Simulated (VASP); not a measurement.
# Cr (P6_3/mmc) in VASP: notebook

Cr is run at these levels: PBEsol; tasks: relaxation of shape and atoms at fixed volume.

All numbers are computed with VASP 6.6.1; they aren't measurements. Logs are shortened: lines on timing, memory, paths and dates and some standing lists are left out, and cuts for length are marked.

**1. The cell of the first run**

It takes space group P6_3/mmc (No. 194, hexagonal). The conventional cell has a = 2.359 Å, b = 2.359 Å, c = 4.194 Å, α = 90.00°, β = 90.00°, γ = 120.00°. Within 3.1 Å of Cr (site symmetry -6m2) lie 12 Cr at 2.36 to 2.50 Å.

This isn't the form of Cr at room conditions, which is bcc.

**2. Relaxation of shape and atoms at fixed volume, PBEsol (10.10 Å³/atom)**

File INCAR:

```
SYSTEM = Cr
PREC = Accurate
ENCUT = 600
EDIFF = 1E-6
ISMEAR = 0
SIGMA = 0.1
LREAL = .FALSE.
LASPH = .TRUE.
NELM = 80
ALGO = Fast
ISIF = 4
LWAVE = .FALSE.
LCHARG = .FALSE.
GGA = PS
IBRION = 2
NSW = 50
EDIFFG = -0.01
```

File KPOINTS:

```
regular mesh
0
G
  18 18 10
  0 0 0
```

File POSCAR:

```
Cr
1.0
    2.3589295900      0.0000000000      0.0000000000
   -1.1794647950      2.0428929507      0.0000000000
    0.0000000000      0.0000000000      4.1937781084
Cr
2
Direct
    0.3333333333      0.6666666667      0.2500000000
    0.6666666667      0.3333333333      0.7500000000
```

Potentials or basis: VASP PAW PBE potentials, release 64 (Cr_pv).

Started as:

```sh
$ cat potpaw_PBE.64/Cr_pv/POTCAR > POTCAR
$ mpirun -np 1 vasp_std > vasp.out
```

OUTCAR:

```text
SYSTEM = Cr
   PREC = Accurate
   ENCUT = 600
   EDIFF = 1E-6
   ISMEAR = 0
   LREAL = .FALSE.
   LASPH = .TRUE.
   NELM = 80
   ISIF = 4
   GGA = PS
   IBRION = 2
   NSW = 50
   EDIFFG = -0.01

 ion  position               nearest neighbor table
   1  0.333  0.667  0.250-   2 2.50   2 2.50   2 2.50   2 2.50   2 2.50   2 2.50
   2  0.667  0.333  0.750-   1 2.50   1 2.50   1 2.50   1 2.50   1 2.50   1 2.50

  LATTYP: Found a hexagonal cell.
 ALAT       =     2.3589295900
 C/A-ratio  =     1.7778309816

  Lattice vectors:

 A1 = (   2.3589295900,   0.0000000000,   0.0000000000)
 A2 = (  -1.1794647950,   2.0428929507,   0.0000000000)
 A3 = (   0.0000000000,   0.0000000000,   4.1937781084)

Analysis of symmetry for initial positions (statically):
=====================================================================
 Subroutine PRICEL returns:
 Original cell was already a primitive cell.

 Routine SETGRP: Setting up the symmetry group for a
 hexagonal supercell.

 Subroutine GETGRP returns: Found 24 space group operations
 (whereof 12 operations were pure point group operations)
 out of a pool of 24 trial point group operations.

The static configuration has the point symmetry D_3d.
 The point group associated with its full space group is D_6h.

Analysis of symmetry for dynamics (positions and initial velocities):
=====================================================================
 Subroutine PRICEL returns:
 Original cell was already a primitive cell.

 Routine SETGRP: Setting up the symmetry group for a
 hexagonal supercell.

 Subroutine GETGRP returns: Found 24 space group operations
 (whereof 12 operations were pure point group operations)
 out of a pool of 24 trial point group operations.

The dynamic configuration has the point symmetry D_3d.
 The point group associated with its full space group is D_6h.

 Subroutine INISYM returns: Found 24 space group operations
 (whereof 12 operations are pure point group operations),
 and found     1 'primitive' translations

----------------------------------------------------------------------------------------

                                     Primitive cell

  volume of cell :      20.2100

  direct lattice vectors                    reciprocal lattice vectors
     2.358929590  0.000000000  0.000000000     0.423921089  0.244750955  0.000000000
    -1.179464795  2.042892951  0.000000000     0.000000000  0.489501909  0.000000000
     0.000000000  0.000000000  4.193778108     0.000000000  0.000000000  0.238448476

  length of vectors
     2.358929590  2.358929590  4.193778108     0.489501909  0.489501909  0.238448476

  position of ions in fractional coordinates (direct lattice)
     0.333333333  0.666666667  0.250000000
     0.666666667  0.333333333  0.750000000

  ion indices of the primitive-cell ions
   primitive index   ion index
                 1           1
                 2           2

----------------------------------------------------------------------------------------

 KPOINTS: regular mesh

Automatic generation of k-mesh.
 Grid dimensions read from file:
 generate k-points for:   18   18   10

 Generating k-lattice:

  Cartesian coordinates                     Fractional coordinates (reciprocal lattice)
     0.023551172  0.013597275  0.000000000     0.055555556  0.000000000  0.000000000
     0.000000000  0.027194551  0.000000000     0.000000000  0.055555556  0.000000000
     0.000000000  0.000000000  0.023844848     0.000000000  0.000000000  0.100000000

  Length of vectors
     0.027194551  0.027194551  0.023844848

  Shift w.r.t. Gamma in fractional coordinates (k-lattice)
     0.000000000  0.000000000  0.000000000

 Subroutine IBZKPT returns following result:
 ===========================================

 Found    222 irreducible k-points:

 Following reciprocal coordinates:
            Coordinates               Weight
  0.000000  0.000000  0.000000      1.000000
  0.055556  0.000000  0.000000      6.000000
  0.111111  0.000000  0.000000      6.000000
  0.166667  0.000000  0.000000      6.000000
  0.222222  0.000000  0.000000      6.000000
  0.277778  0.000000  0.000000      6.000000
[... 16 lines left out ...]
  0.333333  0.111111  0.000000     12.000000
  0.388889  0.111111  0.000000     12.000000
 [... further k-points ...]
   k-points           NKPTS =    222   k-points in BZ     NKDIM =    222   number of bands    NBANDS=     16
   number of dos      NEDOS =    301   number of ions     NIONS =      2
   total plane-waves  NPLWV =  14400
   dimension x,y,z NGX =    20 NGY =   20 NGZ =   36
   dimension x,y,z NGXF=    40 NGYF=   40 NGZF=   72
   ions per type =               2
   NGX,Y,Z   is equivalent  to a cutoff of  14.10, 14.10, 14.27 a.u.
   NGXF,Y,Z  is equivalent  to a cutoff of  28.19, 28.19, 28.54 a.u.
 SYSTEM =  Cr
   PREC   = accura    normal or accurate (medium, high low for compatibility)
   ISTART =      0    job   : 0-new  1-cont  2-samecut
   ICHARG =      2    charge: 1-file 2-atom 10-const
   ISPIN  =      1    spin polarized calculation?
   LNONCOLLINEAR =      F non collinear calculations
   LSORBIT =      F    spin-orbit coupling
   LASPH  =      T    aspherical Exc in radial PAW
   ENCUT  =  600.0 eV  44.10 Ry    6.64 a.u.   4.71  4.71  8.38*2*pi/ulx,y,z
   NELM   =     80;   NELMIN=  2; NELMDL= -5     # of ELM steps
   EDIFF  = 0.1E-05   stopping-criterion for ELM
   LREAL  =      F    real-space projection
   EDIFFG = -.1E-01   stopping-criterion for IOM
   NSW    =     50    number of steps for IOM
   IBRION =      2    ionic relax: 0-MD 1-quasi-New 2-CG
   NFREE  =      1    steps in history (QN), initial steepest desc. (CG)
   ISIF   =      4    stress and relaxation
   ISYM   =      2    0-nonsym 1-usesym 2-fastsym
   POTIM  = 0.5000    time-step for ionic-motion
   TEBEG  =    0.0;   TEEND  =   0.0 temperature during run
   PSTRESS=    0.0 pullay stress
   NELECT =      24.0000    total number of electrons
   NUPDOWN=      -1.0000    fix difference up-down
   EMIN   =  10.00;   EMAX   =-10.00  energy-range for DOS
   EFERMI =   0.00;   METHOD = LEGACY
   ISMEAR =     0;   SIGMA  =   0.10  broadening in eV -4-tet -1-fermi 0-gaus
   EFERMI_NEDOS =   21; number of points for ismear=-14 and -15
   IALGO  =     68    algorithm
   IMIX   =      4    mixing-type and parameters
     AMIX     =   0.40;   BMIX     =  1.00
     AMIX_MAG =   1.60;   BMIX_MAG =  1.00
  volume/ion in A,a.u.               =      10.10        68.19
  Fermi-wavevector in a.u.,A,eV,Ry     =   1.733631  3.276087 40.891971  3.005475
  Thomas-Fermi vector in A             =   2.807580
   LORBIT       =      0    0 simple, 1 ext, 2 COOP (PROOUT), +10 PAW based schemes
   GGA     = PS    functional components
   LHFCALC =     F    Hartree Fock is set to
   AEXX    =    0.0000 exact exchange contribution
   IVDW    =     0    specifies the selected vdW correction
   LEPSILON=     F    determine dielectric tensor
   LRPA    =     F    only Hartree local field effects (RPA)
 conjugate gradient relaxation of ions
 non-spin polarized calculation
 RMM-DIIS sequential band-by-band and
 Gauss-broadening in eV      SIGMA  =   0.10
  energy-cutoff  :      600.00
  volume of cell :       20.21
 maximum number of plane-waves:       691
 NGX is ok and might be reduce to    20
   NGX =  9   NGY =  9   NGZ = 17

--------------------------------------- Ionic step        1  -------------------------------------------

 number of electron      24.0000011 magnetization

 Free energy of the ion-electron system (eV)
  ---------------------------------------------------
  ext. energy  EPLUGINS =         0.00000000
  ---------------------------------------------------
  free energy    TOTEN  =       -19.33232336 eV

  energy without entropy =      -19.32003549  energy(sigma->0) =      -19.32617942

------------------------ aborting loop because EDIFF is reached ----------------------------------------

  FORCE on cell =-STRESS in cart. coord.  units (eV):
  Direction    XX          YY          ZZ          XY          YZ          ZX
  --------------------------------------------------------------------------------------
  -------------------------------------------------------------------------------------
  Total        5.3999402      5.3999402      5.2319967      0.0000000      0.0000000      0.0000000
  in kB      428.0884327    428.0884327    414.7744620      0.0000000      0.0000000      0.0000000
  external PRESSURE =     423.6504425 kB  Pullay stress =       0.0000000 kB
[... 57 lines left out ...]
  energy  without entropy=      -19.3197471169  energy(sigma->0) =      -19.32607727

--------------------------------------- Ionic step        3  -------------------------------------------

 number of electron      24.0000010 magnetization

 Free energy of the ion-electron system (eV)
  ---------------------------------------------------
  ext. energy  EPLUGINS =         0.00000000
  ---------------------------------------------------
  free energy    TOTEN  =       -19.33244286 eV

  energy without entropy =      -19.31993163  energy(sigma->0) =      -19.32618724

 E-fermi :  12.6460     XC(G=0): -14.6143

 val. band max:       12.6422940273   @ k =   0.3333   0.0000   0.0000
 cond. band min:      12.6474631577   @ k =   0.3889   0.2222   0.0000
 fundamental gap:      0.0051691304
 Fermi energy:        12.6459591133

 k-point     1 :       0.0000    0.0000    0.0000
  band No.  band energies     occupation
      1     -30.6970      2.00000
      2     -29.5145      2.00000
      3     -29.3603      2.00000
      4     -29.3603      2.00000
      5     -29.2492      2.00000
      6     -29.2492      2.00000
[... 8 lines left out ...]
     15      13.8839      0.00000
     16      13.8839      0.00000
[... 420 lines left out ...]
  band No.  band energies     occupation
      1     -30.6601      2.00000
      2     -30.4933      2.00000
      3     -30.0739      2.00000
      4     -29.8022      2.00000
      5     -29.6982      2.00000
      6     -29.6025      2.00000
[... 8 lines left out ...]
     15      15.3057      0.00000
     16      15.8770      0.00000

 [... further k-points ...]

------------------------ aborting loop because EDIFF is reached ----------------------------------------

  FORCE on cell =-STRESS in cart. coord.  units (eV):
  Direction    XX          YY          ZZ          XY          YZ          ZX
  --------------------------------------------------------------------------------------
  -------------------------------------------------------------------------------------
  Total        5.3255359      5.3255359      5.3280328      0.0000000     -0.0000000      0.0000000
  in kB      422.1899216    422.1899216    422.3878642      0.0000000     -0.0000000      0.0000000
  external PRESSURE =     422.2559025 kB  Pullay stress =       0.0000000 kB
[... 17 lines left out ...]
  FREE ENERGIE OF THE ION-ELECTRON SYSTEM (eV)
  ---------------------------------------------------
  free  energy   TOTEN  =       -19.3324428555 eV

  energy  without entropy=      -19.3199316274  energy(sigma->0) =      -19.32618724

 reached required accuracy - stopping structural energy minimisation
```

It took 2.6 min on 1 thread of Intel Xeon Platinum 8488C (Sapphire Rapids), shared host; peak memory 0.2 GiB.

What came out:

* Free energy: -19.3324 eV
* Energy gained by relaxing: 0.1 meV/atom
* Ionic steps: 3
* Pressure after relaxing: 42.2 GPa
* Band gap on the k mesh: zero (bands 12 and 13 overlap by 1.60 eV)

The path:
```csv
step,energy change (eV),largest force (eV/Å),pressure (GPa),volume (Å³)
1,0.0000,0.0000,42.37,20.21
2,-0.0001,0.0000,42.26,20.21
3,-0.0001,0.0000,42.23,20.21
```

Final structure:
```xyz
2
Lattice="2.3610 0.0000 0.0000 -1.1805 2.0447 0.0000 0.0000 0.0000 4.1866" Properties=species:S:1:pos:R:3 pbc="T T T"
Cr    0.0000    1.3631    1.0466
Cr    1.1805    0.6816    3.1399
```

Levels at points of the mesh, in eV from the Fermi level:
| k point | band 10 | band 11 | band 12 | band 13 | band 14 | band 15 |
| --- | --- | --- | --- | --- | --- | --- |
| (0.00, 0.00, 0.00) | -0.51 | -0.51 | -0.07 | -0.07 | 0.13 | 1.24 |
| (0.50, 0.00, 0.00) | -1.14 | -0.51 | -0.33 | -0.28 | 2.89 | 3.48 |
| (0.00, 0.00, 0.50) | -1.90 | -0.49 | -0.49 | -0.49 | -0.49 | 2.21 |
| (0.50, 0.00, 0.50) | -3.09 | 1.09 | 1.09 | 1.69 | 1.69 | 3.57 |

Caveat: the PAW data sets were made with another functional, which shifts forces and pressure a little; the run has no spin polarisation, though such a crystal can be magnetic. Spin polarisation is off, so any magnetic state and its effect on volume and gap are missing.

**3. Relaxation of shape and atoms at fixed volume, PBEsol (10.45 Å³/atom)**

This run uses another cell than the first one, of 10.45 Å³/atom.

File INCAR:

```
SYSTEM = Cr
  PREC = Accurate
  ENCUT = 600
  EDIFF = 1E-6
  ISMEAR = 0
  SIGMA = 0.1
  LREAL = .False.
  LASPH = .True.
  NELM = 60
  ALGO = Normal
  ISIF = 4
  LWAVE = .False.
  LCHARG = .False.
  GGA = PS
  IBRION = 2
  NSW = 50
  EDIFFG = -0.01
```

File KPOINTS:

```
regular mesh
0
Gamma
  18 18 10
  0 0 0
```

File POSCAR:

```
Cr
1.0
    2.3834999685      0.0000000000      0.0000000000
   -1.1917499843      2.0641715226      0.0000000000
    0.0000000000      0.0000000000      4.2477976837
Cr
2
Direct
    0.3333333333      0.6666666667      0.2500000000
    0.6666666667      0.3333333333      0.7500000000
```

Potentials or basis: VASP PAW PBE potentials, release 64 (Cr_pv).

Started as:

```sh
$ cat potpaw_PBE.64/Cr_pv/POTCAR > POTCAR
$ mpirun -np 1 vasp_std > vasp.out
```

Run time: 1.7 min. Hardware: 1 thread of Intel Xeon Platinum 8488C (Sapphire Rapids), shared host; peak memory 0.2 GiB.

It converged, with:

```
Free energy               : -19.4853 eV
Energy gained by relaxing : 0.1 meV/atom
Ionic steps               : 3
Pressure after relaxing   : 28.9 GPa
Band gap on the k mesh    : zero (bands 12 and 13 overlap by 1.52 eV)
```

The path:
| step | energy change (eV) | largest force (eV/Å) | pressure (GPa) | volume (Å³) |
| --- | --- | --- | --- | --- |
| 1 | 0.0000 | 0.0000 | 29.01 | 20.90 |
| 2 | -0.0001 | 0.0000 | 28.92 | 20.90 |
| 3 | -0.0001 | 0.0000 | 28.92 | 20.90 |

Final structure:
```
Cr
1.0
     2.38540    0.00000    0.00000
    -1.19270    2.06582    0.00000
     0.00000    0.00000    4.24104
Cr
2
Direct
  0.33333 0.66667 0.25000
  0.66667 0.33333 0.75000
```

Levels at points of the mesh, in eV from the Fermi level:
```
           k point  band 8  band 9  band 10  band 11  band 12  band 13  band 14  band 15  band 16
(0.00, 0.00, 0.00)   -4.55   -1.41    -0.48    -0.48    -0.06    -0.06     0.02     1.21     1.21
(0.50, 0.00, 0.00)   -4.08   -3.94    -1.11    -0.53    -0.28    -0.28     2.75     3.34     3.50
(0.00, 0.00, 0.50)   -5.87   -1.85    -1.85    -0.45    -0.45    -0.45    -0.45     2.12     2.12
(0.50, 0.00, 0.50)   -4.59   -2.96    -2.96     1.06     1.06     1.59     1.59     3.43     3.43
```

Caveat: the PAW data sets were made with another functional, which shifts forces and pressure a little; the run has no spin polarisation, though such a crystal can be magnetic.

**4. Relaxation of shape and atoms at fixed volume, PBEsol (10.79 Å³/atom)**

This run uses another cell than the first one, of 10.79 Å³/atom.

File INCAR:

```
SYSTEM = Cr
PREC = Accurate
ENCUT = 600
EDIFF = 1E-7
ISMEAR = 0
SIGMA = 0.1
LREAL = .FALSE.
LASPH = .TRUE.
NELM = 100
ALGO = Fast
ISIF = 4
LWAVE = .FALSE.
LCHARG = .FALSE.
GGA = PS
IBRION = 2
NSW = 50
EDIFFG = -0.01
```

File KPOINTS:

```
regular mesh
0
G
  18 18 10
  0 0 0
```

File POSCAR:

```
Cr
1.0
    2.4074407567      0.0000000000      0.0000000000
   -1.2037203784      2.0849048534      0.0000000000
    0.0000000000      0.0000000000      4.3009992696
Cr
2
Direct
    0.3333333333      0.6666666667      0.2500000000
    0.6666666667      0.3333333333      0.7500000000
```

Started as:

```sh
$ cat potpaw_PBE.64/Cr_pv/POTCAR > POTCAR
$ mpirun -np 1 vasp_std > vasp.out
```

Run time: 2.8 min. Hardware: 1 thread of Intel Xeon Platinum 8488C (Sapphire Rapids), shared host; peak memory 0.2 GiB.

The run converged. Its results:

```
Free energy               : -19.5851 eV
Energy gained by relaxing : 0.0 meV/atom
Ionic steps               : 3
Pressure after relaxing   : 17.5 GPa
Band gap on the k mesh    : zero (bands 12 and 13 overlap by 1.45 eV)
```

Final structure:
```xyz
2
Lattice="2.4091 0.0000 0.0000 -1.2046 2.0864 0.0000 0.0000 0.0000 4.2950" Properties=species:S:1:pos:R:3 pbc="T T T"
Cr    0.0000    1.3909    1.0737
Cr    1.2046    0.6955    3.2212
```

Levels at points of the mesh, in eV from the Fermi level:
```csv
k point,band 8,band 9,band 10,band 11,band 12,band 13,band 14,band 15,band 16
"(0.00, 0.00, 0.00)",-4.43,-1.36,-0.44,-0.44,-0.08,-0.05,-0.05,1.17,1.17
"(0.50, 0.00, 0.00)",-3.91,-3.82,-1.07,-0.55,-0.29,-0.24,2.62,3.21,3.36
"(0.00, 0.00, 0.50)",-5.82,-1.79,-1.79,-0.41,-0.41,-0.41,-0.41,2.03,2.03
"(0.50, 0.00, 0.50)",-4.42,-2.83,-2.83,1.03,1.03,1.51,1.51,3.29,3.29
```

Caveat: the PAW data sets were made with another functional, which shifts forces and pressure a little; the run has no spin polarisation, though such a crystal can be magnetic. Spin polarisation is off, so any magnetic state and its effect on volume and gap are missing.

**5. Relaxation of shape and atoms at fixed volume, PBEsol (11.14 Å³/atom)**

This run uses another cell than the first one, of 11.14 Å³/atom.

File INCAR:

```
PREC = Accurate
ENCUT = 600
EDIFF = 1E-6
ISMEAR = 0
SIGMA = 0.1
LREAL = False
LASPH = True
NELM = 100
ALGO = Normal
ISIF = 4
LWAVE = False
LCHARG = False
GGA = PS
IBRION = 2
NSW = 50
EDIFFG = -0.01
```

File KPOINTS:

```
regular mesh
0
Gamma
  18 18 10
```

File POSCAR:

```
Cr
1.0
    2.4307543779      0.0000000000      0.0000000000
   -1.2153771890      2.1050950416      0.0000000000
    0.0000000000      0.0000000000      4.3535377389
Cr
2
Direct
    0.3333333333      0.6666666667      0.2500000000
    0.6666666667      0.3333333333      0.7500000000
```

Started as:

```sh
$ cat potpaw_PBE.64/Cr_pv/POTCAR > POTCAR
$ mpirun -np 1 vasp_std > vasp.out
```

Wall time 84 s (1 thread of Intel Xeon Platinum 8488C (Sapphire Rapids), shared host); peak memory 0.2 GiB.

The run converged. Its results:

```
Free energy               : -19.6396 eV
Energy gained by relaxing : 0.0 meV/atom
Ionic steps               : 2
Pressure after relaxing   : 7.8 GPa
Band gap on the k mesh    : zero (bands 12 and 13 overlap by 1.39 eV)
```

Stress tensor (GPa, compression positive):
```
7.73 0.00 0.00
0.00 7.73 0.00
0.00 0.00 7.93
```

Final structure:
```
Cr
1.0
     2.43289    0.00000    0.00000
    -1.21645    2.10694    0.00000
     0.00000    0.00000    4.34590
Cr
2
Direct
  0.33333 0.66667 0.25000
  0.66667 0.33333 0.75000
```

Levels at points of the mesh, in eV from the Fermi level:
```csv
k point,band 9,band 10,band 11,band 12,band 13,band 14,band 15,band 16
"(0.00, 0.00, 0.00)",-1.32,-0.41,-0.41,-0.15,-0.04,-0.04,1.14,1.14
"(0.50, 0.00, 0.00)",-3.70,-1.04,-0.56,-0.29,-0.21,2.51,3.09,3.23
"(0.00, 0.00, 0.50)",-1.73,-1.73,-0.38,-0.38,-0.38,-0.38,1.95,1.95
"(0.50, 0.00, 0.50)",-2.71,-2.71,0.99,0.99,1.43,1.43,3.17,3.17
```

Caveat: the PAW data sets were made with another functional, which shifts forces and pressure a little; the run has no spin polarisation, though such a crystal can be magnetic. Spin polarisation is off, so any magnetic state and its effect on volume and gap are missing.

**6. Summary**

| cell | gap on the mesh (eV) | pressure (GPa) |
| --- | --- | --- |
| relaxed from a = 2.359, b = 2.359, c = 4.194 Å, angles 90.0, 90.0, 120.0°, 2 atoms | none | 42.2 |
| relaxed from a = 2.383, b = 2.383, c = 4.248 Å, angles 90.0, 90.0, 120.0°, 2 atoms | none | 28.9 |
| relaxed from a = 2.407, b = 2.407, c = 4.301 Å, angles 90.0, 90.0, 120.0°, 2 atoms | none | 17.5 |
| relaxed from a = 2.431, b = 2.431, c = 4.354 Å, angles 90.0, 90.0, 120.0°, 2 atoms | none | 7.8 |

Alike in all rows: task relaxation of shape and atoms at fixed volume; level PBEsol; potentials or basis VASP PAW PBE potentials, release 64 (Cr_pv); no spin polarisation; k mesh 18 × 18 × 10; cutoff (eV) 600; smearing gaussian 0.1 eV.

Caveats: the PAW data sets were made with another functional, which shifts forces and pressure a little; the run has no spin polarisation, though such a crystal can be magnetic.

Absolute energies hang on the potentials; compare differences alone.
